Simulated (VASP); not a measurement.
Wanted: the native input for a VASP 6.6.1 run.

| Item | Value |
| --- | --- |
| Task | relaxation of cell and atoms |
| Functional | PBE |
| Potentials or basis | VASP PAW PBE potentials, release 64 (Ba_sv) |
| Cutoff | 600 eV |
| k mesh | 6 × 6 × 4 |
| Occupations | gaussian, width 0.1 eV |
| Spin | no spin polarisation |
| Dipole correction | no |
| Further INCAR settings | ALGO = Fast; EDIFF = 1e-06; IBRION = 2; EDIFFG = -0.04; NSW = 90; ISIF = 3 |

The structure of Ba lies in POSCAR:

```
Ba
1.0
    4.1224383629      0.0000000000      0.0000000000
   -2.0612191814      3.5701363478      0.0000000000
    0.0000000000      0.0000000000      3.7575704759
Ba
1
Direct
    0.0000000000      0.0000000000      0.5000000000
```

One way to write it, as run:

INCAR

```
PREC     = Accurate       # precision mode
ENCUT    = 600            # plane-wave cutoff, eV
EDIFF    = 1E-6           # SCF threshold, eV
ISMEAR   = 0              # smearing method
SIGMA    = 0.1            # smearing width, eV
LREAL    = False          # projectors in reciprocal space
LASPH    = True           # aspherical terms in the spheres
NELM     = 100            # most SCF steps
ALGO     = Fast           # electronic algorithm
ISIF     = 3              # what is computed and relaxed
LWAVE    = False          # write WAVECAR
LCHARG   = False          # write CHGCAR
GGA      = PE             # functional
IBRION   = 2              # ionic algorithm
NSW      = 90             # ionic steps
EDIFFG   = -0.04          # ionic threshold
```

KPOINTS

```
regular mesh
0
Gamma
  6 6 4
```

Potentials or basis: VASP PAW PBE potentials, release 64 (Ba_sv).

Launch:

```sh
$ cat potpaw_PBE.64/Ba_sv/POTCAR > POTCAR
$ mpirun -np 1 vasp_std > vasp.out
```

It gave:

The relaxed volume is 64.09 Å³/atom, the relaxed cell is a = 4.298 Å, b = 4.298 Å, c = 4.006 Å, α = 90.00°, β = 90.00°, γ = 120.00° and the space group after relaxing (to 0.05 Å) is P6/mmm (No. 191). The energy gained by relaxing is 37.8 meV/atom. The ionic steps are 4, the pressure after relaxing is 0.0 GPa and the band gap on the k mesh is zero (band 5 reaches 1.92 eV, above the bottom of band 6 at 1.52 eV).

Caveat: the k points lie up to 0.39 Å⁻¹ apart in the final cell; the volume moved by over 15 % at a fixed basis, so the end points are rough; spin-orbit coupling is left out, which moves the levels of the heavy elements.

Run time: 27 s on 1 thread of Intel(R) Xeon(R) 6975P-C (Granite Rapids), on a shared host, peak memory 0.2 GiB.
